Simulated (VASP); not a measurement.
# BAsF4 (I-4) in VASP: single point with PBEsol

Aim: the single point of BAsF4 with PBEsol.

Program: VASP 6.6.1. These are calculated values, not measurements. Logs are shortened: lines on timing, memory, paths and dates and some standing lists are left out, and cuts for length are marked.

**1. The cell of the first run**

The structure is tetragonal, space group I-4 (No. 82). The conventional cell has a = 4.679 Å, b = 4.679 Å, c = 7.139 Å, α = 90.00°, β = 90.00°, γ = 90.00°. F (site symmetry 1) has 1 B at 1.54 Å and 1 As at 1.75 Å within 2.1 Å. Within 2.3 Å of As (site symmetry -4) lie 4 F at 1.75 Å. Within 2.1 Å of B (site symmetry -4) lie 4 F at 1.54 Å.

**2. Single point, PBEsol**

The input, INCAR:

```
SYSTEM = BAsF4
PREC = Accurate
ENCUT = 520
EDIFF = 1E-7
ISMEAR = -1
SIGMA = 0.1
LREAL = .FALSE.
LASPH = .TRUE.
NELM = 80
ALGO = Normal
ISIF = 2
LWAVE = .FALSE.
LCHARG = .FALSE.
GGA = PS
NBANDS = 27
```

The input, KPOINTS:

```
regular mesh
0
G
  8 8 8
  0 0 0
```

The input, POSCAR:

```
BAsF4
1.0
    0.0000000000      4.6788650000      0.0000000000
    4.6788650000      0.0000000000      0.0000000000
    2.3394320000      2.3394320000     -3.5695180000
F As B
4 1 1
Direct
    0.4058900000      0.2902200000      0.7352400000
    0.7097800000      0.1411300000      0.2647600000
    0.8588700000      0.9745400000      0.7352400000
    0.0254600000      0.5941100000      0.2647600000
    0.0000000000      0.0000000000      0.0000000000
    0.7500000000      0.2500000000      0.5000000000
```

Potentials or basis: VASP PAW PBE potentials, release 64 (F, As, B).

Run with:

```console
> cat potpaw_PBE.64/F/POTCAR potpaw_PBE.64/As/POTCAR potpaw_PBE.64/B/POTCAR > POTCAR
> mpirun -np 1 vasp_std > vasp.out
```

OUTCAR:

```text
SYSTEM = BAsF4
   PREC = Accurate
   ENCUT = 520
   EDIFF = 1E-7
   ISMEAR = -1
   LREAL = .FALSE.
   LASPH = .TRUE.
   NELM = 80
   ISIF = 2
   GGA = PS

 ion  position               nearest neighbor table
   1  0.406  0.290  0.735-   6 1.54   5 1.75
   2  0.710  0.141  0.265-   6 1.54   5 1.75
   3  0.859  0.975  0.735-   6 1.54   5 1.75
   4  0.025  0.594  0.265-   6 1.54   5 1.75
   5  0.000  0.000  0.000-   3 1.75   2 1.75   4 1.75   1 1.75
   6  0.750  0.250  0.500-   2 1.54   3 1.54   1 1.54   4 1.54

  LATTYP: Found a body centered tetragonal cell.
 ALAT       =     4.6788650000
 C/A-ratio  =     1.5258050831

  Lattice vectors:

 A1 = (  -2.3394320000,   2.3394330000,   3.5695180000)
 A2 = (   2.3394330000,  -2.3394320000,   3.5695180000)
 A3 = (   2.3394320000,   2.3394320000,  -3.5695180000)

Analysis of symmetry for initial positions (statically):
=====================================================================
 Subroutine PRICEL returns:
 Original cell was already a primitive cell.

 Routine SETGRP: Setting up the symmetry group for a
 body centered tetragonal supercell.

 Subroutine GETGRP returns: Found  4 space group operations
 (whereof  4 operations were pure point group operations)
 out of a pool of 16 trial point group operations.

The static configuration has the point symmetry S_4 .

Analysis of symmetry for dynamics (positions and initial velocities):
=====================================================================
 Subroutine PRICEL returns:
 Original cell was already a primitive cell.

 Routine SETGRP: Setting up the symmetry group for a
 body centered tetragonal supercell.

 Subroutine GETGRP returns: Found  4 space group operations
 (whereof  4 operations were pure point group operations)
 out of a pool of 16 trial point group operations.

The dynamic configuration has the point symmetry S_4 .

 Subroutine INISYM returns: Found  4 space group operations
 (whereof  4 operations are pure point group operations),
 and found     1 'primitive' translations

----------------------------------------------------------------------------------------

                                     Primitive cell

  volume of cell :      78.1431

[... 89 lines left out ...]
   ICHARG =      2    charge: 1-file 2-atom 10-const
   ISPIN  =      1    spin polarized calculation?
   LNONCOLLINEAR =      F non collinear calculations
   LSORBIT =      F    spin-orbit coupling
   LASPH  =      T    aspherical Exc in radial PAW
   ENCUT  =  520.0 eV  38.22 Ry    6.18 a.u.   8.70  8.70  9.05*2*pi/ulx,y,z
   NELM   =     80;   NELMIN=  2; NELMDL= -5     # of ELM steps
   EDIFF  = 0.1E-06   stopping-criterion for ELM
   LREAL  =      F    real-space projection
   EDIFFG = 0.1E-05   stopping-criterion for IOM
   NSW    =      0    number of steps for IOM
   IBRION =     -1    ionic relax: 0-MD 1-quasi-New 2-CG
   NFREE  =      0    steps in history (QN), initial steepest desc. (CG)
   ISIF   =      2    stress and relaxation
   ISYM   =      2    0-nonsym 1-usesym 2-fastsym
   POTIM  = 0.5000    time-step for ionic-motion
   TEBEG  =    0.0;   TEEND  =   0.0 temperature during run
   PSTRESS=    0.0 pullay stress
   NELECT =      36.0000    total number of electrons
   NUPDOWN=      -1.0000    fix difference up-down
   EMIN   =  10.00;   EMAX   =-10.00  energy-range for DOS
   EFERMI =   0.00;   METHOD = LEGACY
   ISMEAR =    -1;   SIGMA  =   0.10  broadening in eV -4-tet -1-fermi 0-gaus
   EFERMI_NEDOS =   21; number of points for ismear=-14 and -15
   IALGO  =     38    algorithm
   IMIX   =      4    mixing-type and parameters
     AMIX     =   0.40;   BMIX     =  1.00
     AMIX_MAG =   1.60;   BMIX_MAG =  1.00
  volume/ion in A,a.u.               =      13.02        87.89
  Fermi-wavevector in a.u.,A,eV,Ry     =   1.264383  2.389338 21.751164  1.598665
  Thomas-Fermi vector in A             =   2.397691
   LORBIT       =      0    0 simple, 1 ext, 2 COOP (PROOUT), +10 PAW based schemes
   GGA     = PS    functional components
   LHFCALC =     F    Hartree Fock is set to
   AEXX    =    0.0000 exact exchange contribution
   IVDW    =     0    specifies the selected vdW correction
   LEPSILON=     F    determine dielectric tensor
   LRPA    =     F    only Hartree local field effects (RPA)
 non-spin polarized calculation
  energy-cutoff  :      520.00
  volume of cell :       78.14
 maximum number of plane-waves:      2136
   NGX = 17   NGY = 17   NGZ = 19

 number of electron      36.0000022 magnetization

 Free energy of the ion-electron system (eV)
  ---------------------------------------------------
  ext. energy  EPLUGINS =         0.00000000
  ---------------------------------------------------
  free energy    TOTEN  =       -20.81128122 eV

  energy without entropy =      -20.72488298  energy(sigma->0) =      -20.76808210

 E-fermi :   5.6457     XC(G=0):  -9.3089

 val. band max:        5.6424331473   @ k =  -0.1250   0.0000   0.3750
 cond. band min:       5.6574475129   @ k =   0.1250   0.1250   0.0000
 fundamental gap:      0.0150143656
 Fermi energy:         5.6457439108

 k-point     1 :       0.0000    0.0000    0.0000
  band No.  band energies     occupation
      1     -25.4974      2.00000
      2     -24.2376      2.00000
      3     -24.2376      2.00000
      4     -24.0718      2.00000
      5     -11.8634      2.00000
      6      -8.6593      2.00000
[... 709 lines left out ...]
     26      11.0825      0.00000
     27      12.4700      0.00000

 [... further k-points ...]
[... 5 lines left out ...]
  --------------------------------------------------------------------------------------
  -------------------------------------------------------------------------------------
  Total       22.7345198     22.7345198     20.8796389     -0.0000001      0.0000029      0.0000029
  in kB      466.1286123    466.1286123    428.0977645     -0.0000011      0.0000600      0.0000600
  external PRESSURE =     453.4516630 kB  Pullay stress =       0.0000000 kB

 VOLUME and BASIS-vectors are now :
 -----------------------------------------------------------------------------
  energy-cutoff  :      520.00
  volume of cell :       78.14
      direct lattice vectors                 reciprocal lattice vectors
     0.000000000  4.678865000  0.000000000     0.000000000  0.213727047  0.140074905
     4.678865000  0.000000000  0.000000000     0.213727047  0.000000000  0.140074905
     2.339432000  2.339432000 -3.569518000     0.000000000  0.000000000 -0.280149869

 POSITION                                       TOTAL-FORCE (eV/Angst)
 -----------------------------------------------------------------------------------
      3.07794      3.61915     -2.62445         3.353641      7.123302      4.893110
      1.27972      3.94035     -0.94507         7.123300     -3.353641     -4.893110
      6.27979      5.73858     -2.62445        -3.353640     -7.123300      4.893110
      3.39915      0.73851     -0.94507        -7.123302      3.353640     -4.893110
      0.00000      0.00000      0.00000        -0.000000     -0.000000      0.000000
      2.33943      4.67886     -1.78476        -0.000000     -0.000000      0.000000
 -----------------------------------------------------------------------------------
    total drift:                               -0.000031     -0.000050      0.000001

  FREE ENERGIE OF THE ION-ELECTRON SYSTEM (eV)
  ---------------------------------------------------
  free  energy   TOTEN  =       -20.8112812169 eV

  energy  without entropy=      -20.7248829761  energy(sigma->0) =      -20.76808210
```

Run time: 2.1 min. Hardware: 1 thread of Intel Xeon Platinum 8375C at 2.90GHz (Ice Lake), shared host; peak memory 0.3 GiB.

Results:

```yaml
Free_energy: -20.8113 eV
Pressure: 45.3 GPa
Largest_force: 9.270 eV/Å
Band_gap_on_the_k_mesh: zero (band 18 reaches 5.84 eV, above the bottom of band 19 at 5.50 eV)
```

Forces on the atoms (eV/Å):
```
F    3.354  7.123  4.893
F    7.123 -3.354 -4.893
F   -3.354 -7.123  4.893
F   -7.123  3.354 -4.893
As   0.000  0.000  0.000
B    0.000  0.000  0.000
```

Levels at points of the mesh, in eV from the Fermi level:
```tsv
k point	band 15	band 16	band 17	band 18	band 19	band 20	band 21	band 22
(0.00, 0.00, 0.00)	-10.12	-10.12	-5.53	0.07	1.41	1.47	1.47	3.79
(0.50, 0.00, 0.00)	-10.02	-9.94	-4.45	-0.45	0.66	0.69	2.53	3.10
(0.50, 0.50, 0.00)	-10.09	-9.97	-4.28	-0.31	0.62	0.75	2.43	2.95
(0.00, 0.00, 0.50)	-9.88	-9.88	-3.90	-0.72	-0.15	-0.15	2.32	3.29
```

Caveat: the PAW data sets were made with another functional, which shifts forces and pressure a little.
